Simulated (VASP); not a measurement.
# CuO (Fm-3m) in VASP: relaxation of cell and atoms with PBE+U

Aim: the relaxation of cell and atoms of CuO with PBE+U.

Everything below comes from runs of VASP 6.6.1. Logs are shortened: lines on timing, memory, paths and dates and some standing lists are left out, and cuts for length are marked.

### Step 1. The cell of the first run

The structure is cubic, space group Fm-3m (No. 225). Conventional cell: a = 4.269 Å, b = 4.269 Å, c = 4.269 Å, α = 90.00°, β = 90.00°, γ = 90.00°. Within 2.8 Å of Cu (site symmetry m-3m) lie 6 O at 2.13 Å. O (site symmetry m-3m) has 6 Cu at 2.13 Å within 2.8 Å.

### Step 2. Relaxation of cell and atoms, PBE+U, collinear spin, ferromagnetic start

File INCAR:

```
PREC = Accurate
ENCUT = 600
EDIFF = 1E-6
ISMEAR = 0
SIGMA = 0.1
LREAL = F
LASPH = T
NELM = 150
ALGO = Normal
ISIF = 3
LWAVE = F
LCHARG = F
ISPIN = 2
MAGMOM = 0.28 0.21
LORBIT = 11
LMAXMIX = 4
LDAU = T
LDAUTYPE = 2
LDAUL = 2 -1
LDAUU = 4 0
LDAUJ = 0 0
LDAUPRINT = 1
GGA = PE
IBRION = 2
NSW = 80
EDIFFG = -0.01
```

File KPOINTS:

```
regular mesh
0
Gamma
  16 16 16
```

File POSCAR:

```
CuO
1.0
    0.0000000000      2.1343729728      2.1343729728
    2.1343729728      0.0000000000      2.1343729728
    2.1343729728      2.1343729728      0.0000000000
Cu O
1 1
Direct
    0.0000000000      0.0000000000      0.0000000000
    0.5000000000      0.5000000000      0.5000000000
```

Potentials or basis: VASP PAW PBE potentials, release 64 (Cu, O).

On the command line:

```console
> cat potpaw_PBE.64/Cu/POTCAR potpaw_PBE.64/O/POTCAR > POTCAR
> mpirun -np 1 vasp_std > vasp.out
```

OUTCAR:

```text
PREC = Accurate
   ENCUT = 600
   EDIFF = 1E-6
   ISMEAR = 0
   LREAL = F
   LASPH = T
   NELM = 150
   ISIF = 3
   ISPIN = 2
   LORBIT = 11
   GGA = PE
   IBRION = 2
   NSW = 80
   EDIFFG = -0.01

 ion  position               nearest neighbor table
   1  0.000  0.000  0.000-   2 2.13   2 2.13   2 2.13   2 2.13   2 2.13   2 2.13
   2  0.500  0.500  0.500-   1 2.13   1 2.13   1 2.13   1 2.13   1 2.13   1 2.13

  LATTYP: Found a face centered cubic cell.
 ALAT       =     4.2687459456

  Lattice vectors:

 A1 = (   0.0000000000,   2.1343729728,   2.1343729728)
 A2 = (   2.1343729728,   0.0000000000,   2.1343729728)
 A3 = (   2.1343729728,   2.1343729728,   0.0000000000)

Analysis of symmetry for initial positions (statically):
=====================================================================
 Subroutine PRICEL returns:
 Original cell was already a primitive cell.

 Routine SETGRP: Setting up the symmetry group for a
 face centered cubic supercell.

 Subroutine GETGRP returns: Found 48 space group operations
 (whereof 48 operations were pure point group operations)
 out of a pool of 48 trial point group operations.

The static configuration has the point symmetry O_h .

Analysis of symmetry for dynamics (positions and initial velocities):
=====================================================================
 Subroutine PRICEL returns:
 Original cell was already a primitive cell.

 Routine SETGRP: Setting up the symmetry group for a
 face centered cubic supercell.

 Subroutine GETGRP returns: Found 48 space group operations
 (whereof 48 operations were pure point group operations)
 out of a pool of 48 trial point group operations.

The dynamic configuration has the point symmetry O_h .

Analysis of structural, dynamic, and magnetic symmetry:
=====================================================================
 Subroutine PRICEL returns:
 Original cell was already a primitive cell.

 Routine SETGRP: Setting up the symmetry group for a
 face centered cubic supercell.

 Subroutine GETGRP returns: Found 48 space group operations
 (whereof 48 operations were pure point group operations)
 out of a pool of 48 trial point group operations.

The overall configuration has the point symmetry O_h .

 Subroutine INISYM returns: Found 48 space group operations
 (whereof 48 operations are pure point group operations),
 and found     1 'primitive' translations

----------------------------------------------------------------------------------------

                                     Primitive cell

  volume of cell :      19.4465

  direct lattice vectors                    reciprocal lattice vectors
     0.000000000  2.134372973  2.134372973    -0.234260837  0.234260837  0.234260837
     2.134372973  0.000000000  2.134372973     0.234260837 -0.234260837  0.234260837
     2.134372973  2.134372973  0.000000000     0.234260837  0.234260837 -0.234260837

  length of vectors
     3.018459205  3.018459205  3.018459205     0.405751673  0.405751673  0.405751673

  position of ions in fractional coordinates (direct lattice)
     0.000000000  0.000000000  0.000000000
     0.500000000  0.500000000  0.500000000

  ion indices of the primitive-cell ions
   primitive index   ion index
                 1           1
                 2           2

----------------------------------------------------------------------------------------

 KPOINTS: regular mesh

Automatic generation of k-mesh.
 Grid dimensions read from file:
 generate k-points for:   16   16   16

 Generating k-lattice:
[... 64 lines left out ...]
   EDIFFG = -.1E-01   stopping-criterion for IOM
   NSW    =     80    number of steps for IOM
   IBRION =      2    ionic relax: 0-MD 1-quasi-New 2-CG
   NFREE  =      1    steps in history (QN), initial steepest desc. (CG)
   ISIF   =      3    stress and relaxation
   ISYM   =      2    0-nonsym 1-usesym 2-fastsym
   POTIM  = 0.5000    time-step for ionic-motion
   TEBEG  =    0.0;   TEEND  =   0.0 temperature during run
   PSTRESS=    0.0 pullay stress
   NELECT =      17.0000    total number of electrons
   NUPDOWN=      -1.0000    fix difference up-down
   EMIN   =  10.00;   EMAX   =-10.00  energy-range for DOS
   EFERMI =   0.00;   METHOD = LEGACY
   ISMEAR =     0;   SIGMA  =   0.10  broadening in eV -4-tet -1-fermi 0-gaus
   EFERMI_NEDOS =   21; number of points for ismear=-14 and -15
   IALGO  =     38    algorithm
   IMIX   =      4    mixing-type and parameters
     AMIX     =   0.40;   BMIX     =  1.00
     AMIX_MAG =   1.60;   BMIX_MAG =  1.00
  volume/ion in A,a.u.               =       9.72        65.62
  Fermi-wavevector in a.u.,A,eV,Ry     =   1.565348  2.958078 33.338539  2.450314
  Thomas-Fermi vector in A             =   2.667837
   LORBIT       =     11    0 simple, 1 ext, 2 COOP (PROOUT), +10 PAW based schemes
 LDA+U is selected, type is set to LDAUTYPE =  2
   angular momentum for each species LDAUL =     2   -1
   U (eV)           for each species LDAUU =   4.0  0.0
   J (eV)           for each species LDAUJ =   0.0  0.0
   GGA     = PE    functional components
   LHFCALC =     F    Hartree Fock is set to
   AEXX    =    0.0000 exact exchange contribution
   IVDW    =     0    specifies the selected vdW correction
   LEPSILON=     F    determine dielectric tensor
   LRPA    =     F    only Hartree local field effects (RPA)
 conjugate gradient relaxation of ions
 spin polarized calculation
 Gauss-broadening in eV      SIGMA  =   0.10
  energy-cutoff  :      600.00
  volume of cell :       19.45
 maximum number of plane-waves:       662
   NGX = 13   NGY = 13   NGZ = 13

--------------------------------------- Ionic step        1  -------------------------------------------

 number of electron      17.0000016 magnetization       0.9963196

 Free energy of the ion-electron system (eV)
  ---------------------------------------------------
  ext. energy  EPLUGINS =         0.00000000
  ---------------------------------------------------
  free energy    TOTEN  =        -8.19191464 eV

  energy without entropy =       -8.18659634  energy(sigma->0) =       -8.18925549

------------------------ aborting loop because EDIFF is reached ----------------------------------------

  FORCE on cell =-STRESS in cart. coord.  units (eV):
  Direction    XX          YY          ZZ          XY          YZ          ZX
  --------------------------------------------------------------------------------------
  -------------------------------------------------------------------------------------
  Total       -0.4500963     -0.4500963     -0.4500963      0.0000000      0.0000000     -0.0000000
  in kB      -37.0830196    -37.0830196    -37.0830196      0.0000000      0.0000000     -0.0000000
  external PRESSURE =     -37.0830196 kB  Pullay stress =       0.0000000 kB
[... 53 lines left out ...]
  FREE ENERGIE OF THE ION-ELECTRON SYSTEM (eV)
  ---------------------------------------------------
  free  energy   TOTEN  =        -8.1963911147 eV

  energy  without entropy=       -8.1908711495  energy(sigma->0) =       -8.19363113

atom =   1  type =  1  l = 2

 onsite density matrix

spin component  1

  0.9706 -0.0000 -0.0000 -0.0000  0.0000
 -0.0000  0.9706 -0.0000 -0.0000  0.0000
 -0.0000 -0.0000  1.0002  0.0000  0.0000
 -0.0000 -0.0000  0.0000  0.9706  0.0000
  0.0000  0.0000  0.0000  0.0000  1.0002

spin component  2

  0.9665 -0.0000  0.0000 -0.0000 -0.0000
 -0.0000  0.9665 -0.0000 -0.0000 -0.0000
  0.0000 -0.0000  0.7146 -0.0000  0.0000
 -0.0000 -0.0000 -0.0000  0.9665 -0.0000
 -0.0000 -0.0000  0.0000 -0.0000  0.7146

 occupancies and eigenvectors

  o =  0.7146  v =  0.0000  0.0000  0.0000  0.0000  0.0000  0.0000  0.0000 -0.9970  0.0000  0.0777      0.0000  0.0000  0.0000  0.0000  0.0000  0.0000  0.0000  0.0000  0.0000  0.0000
  o =  0.7146  v =  0.0000  0.0000  0.0000  0.0000  0.0000  0.0000 -0.0000  0.0777  0.0000  0.9970      0.0000  0.0000  0.0000  0.0000  0.0000  0.0000  0.0000  0.0000  0.0000  0.0000
  o =  0.9665  v =  0.0000  0.0000  0.0000  0.0000  0.0000  0.0000  0.7412  0.0000 -0.6713  0.0000      0.0000  0.0000  0.0000  0.0000  0.0000  0.0000  0.0000  0.0000  0.0000  0.0000
  o =  0.9665  v =  0.0000  0.0000  0.0000  0.0000  0.0000  0.0000 -0.6713 -0.0000 -0.7412 -0.0000      0.0000  0.0000  0.0000  0.0000  0.0000  0.0000  0.0000  0.0000  0.0000  0.0000
  o =  0.9665  v =  0.0000  0.0000  0.0000  0.0000  0.0000  1.0000  0.0000  0.0000  0.0000  0.0000      0.0000  0.0000  0.0000  0.0000  0.0000  0.0000  0.0000  0.0000  0.0000  0.0000
  o =  0.9706  v =  0.0000 -0.9340 -0.0000 -0.3573 -0.0000  0.0000  0.0000  0.0000  0.0000  0.0000      0.0000  0.0000  0.0000  0.0000  0.0000  0.0000  0.0000  0.0000  0.0000  0.0000
  o =  0.9706  v =  0.0000 -0.3573 -0.0000  0.9340  0.0000  0.0000  0.0000  0.0000  0.0000  0.0000      0.0000  0.0000  0.0000  0.0000  0.0000  0.0000  0.0000  0.0000  0.0000  0.0000
  o =  0.9706  v =  1.0000  0.0000  0.0000  0.0000  0.0000  0.0000  0.0000  0.0000  0.0000  0.0000      0.0000  0.0000  0.0000  0.0000  0.0000  0.0000  0.0000  0.0000  0.0000  0.0000
  o =  1.0002  v =  0.0000  0.0000 -0.9953  0.0000  0.0971  0.0000  0.0000  0.0000  0.0000  0.0000      0.0000  0.0000  0.0000  0.0000  0.0000  0.0000  0.0000  0.0000  0.0000  0.0000
  o =  1.0002  v =  0.0000  0.0000  0.0971 -0.0000  0.9953  0.0000  0.0000  0.0000  0.0000  0.0000      0.0000  0.0000  0.0000  0.0000  0.0000  0.0000  0.0000  0.0000  0.0000  0.0000

--------------------------------------- Ionic step        3  -------------------------------------------

 number of electron      17.0000008 magnetization       0.9935333

 Free energy of the ion-electron system (eV)
  ---------------------------------------------------
  ext. energy  EPLUGINS =         0.00000000
  ---------------------------------------------------
  free energy    TOTEN  =        -8.19725492 eV

  energy without entropy =       -8.19180206  energy(sigma->0) =       -8.19452849

 E-fermi :   5.6993     XC(G=0): -12.3691

 val. band max:        5.6929748565   @ k =   0.2500   0.1875   0.0625
 cond. band min:       5.7114437510   @ k =  -0.3125   0.4375   0.1875
 fundamental gap:      0.0184688946
 Fermi energy:         5.6992735218

 spin component 1

 k-point     1 :       0.0000    0.0000    0.0000
  band No.  band energies     occupation
      1     -13.6387      1.00000
      2       1.8473      1.00000
      3       1.8473      1.00000
      4       2.0639      1.00000
      5       2.0639      1.00000
      6       2.0639      1.00000
      7       3.4957      1.00000
      8       3.4957      1.00000
      9       3.4957      1.00000
     10       7.5459      0.00000
     11      24.1640      0.00000
     12      24.1640      0.00000
[... 738 lines left out ...]
  FREE ENERGIE OF THE ION-ELECTRON SYSTEM (eV)
  ---------------------------------------------------
  free  energy   TOTEN  =        -8.1972549153 eV

  energy  without entropy=       -8.1918020615  energy(sigma->0) =       -8.19452849

 reached required accuracy - stopping structural energy minimisation

 total charge

# of ion       s       p       d       tot
------------------------------------------
    1        0.301   0.314   9.220   9.836
    2        1.569   3.363   0.000   4.932
--------------------------------------------------
tot          1.870   3.678   9.220  14.768

 magnetization (x)

# of ion       s       p       d       tot
------------------------------------------
    1       -0.006   0.003   0.584   0.581
    2        0.009   0.366   0.000   0.375
--------------------------------------------------
tot          0.003   0.369   0.584   0.956
```

It took 1.7 min on 1 thread of Intel Xeon 6975P-C, shared host; peak memory 0.21 GiB.

What came out:

```
Free energy                                           : -8.1973 eV
Relaxed volume                                        : 9.50 Å³/atom
Relaxed cell                                          : a = 2.995 Å, b = 2.995 Å, c = 2.995 Å, α = 60.00°, β = 60.00°, γ = 60.00°
Space group after relaxing (to 0.05 Å)                : Fm-3m (No. 225)
Energy gained by relaxing                             : 2.7 meV/atom
Ionic steps                                           : 3
Pressure after relaxing                               : 0.1 GPa
Band gap on the k mesh                                : zero (filled and empty bands overlap)
Net moment                                            : 0.99 μB per cell
Site moments                                          : Cu +0.58; O +0.38 μB
Valence electrons inside the program's atomic spheres : Cu 9.84; O 4.93
```

Step by step:
| step | energy change (eV) | largest force (eV/Å) | pressure (GPa) | volume (Å³) |
| --- | --- | --- | --- | --- |
| 1 | 0.0000 | 0.0000 | -3.71 | 19.45 |
| 2 | -0.0045 | 0.0000 | 1.52 | 18.82 |
| 3 | -0.0053 | 0.0000 | 0.09 | 18.99 |

Final structure:
```
Cu O
1.0
     0.00000    2.11771    2.11771
     2.11771    0.00000    2.11771
     2.11771    2.11771    0.00000
Cu O
1 1
Direct
  0.00000 0.00000 0.00000
  0.50000 0.50000 0.50000
```

Levels at points of the mesh, in eV from the Fermi level:
Spin up:
| k point | band 5 | band 6 | band 7 | band 8 | band 9 | band 10 | band 11 | band 12 |
| --- | --- | --- | --- | --- | --- | --- | --- | --- |
| (0.00, 0.00, 0.00) | -3.64 | -3.64 | -2.20 | -2.20 | -2.20 | 1.85 | 18.46 | 18.46 |
| (0.50, 0.00, 0.00) | -3.11 | -3.11 | -2.42 | -0.04 | -0.04 | 6.23 | 9.88 | 14.28 |
| (0.50, 0.50, 0.00) | -3.44 | -3.44 | -3.11 | -2.90 | -2.90 | 6.13 | 10.94 | 11.98 |
Spin down:
```tsv
k point	band 6	band 7	band 8	band 9	band 10	band 11
(0.00, 0.00, 0.00)	-1.72	-1.52	-1.52	-1.52	2.09	18.56
(0.50, 0.00, 0.00)	-2.53	-1.99	1.43	1.43	6.33	10.35
(0.50, 0.50, 0.00)	-2.51	-2.51	-1.41	-0.94	6.27	11.33
```

Eigenvalues of the final occupation matrices:
```
    site  spin  trace               eigenvalues
site 1 d     1   4.91  0.97 0.97 0.97 1.00 1.00
site 1 d     2   4.33  0.71 0.71 0.97 0.97 0.97
```

Caveat: a cell with one magnetic atom can't hold antiferromagnetic order, which such compounds often take. The state reached can hang on the start; a lower one may exist.
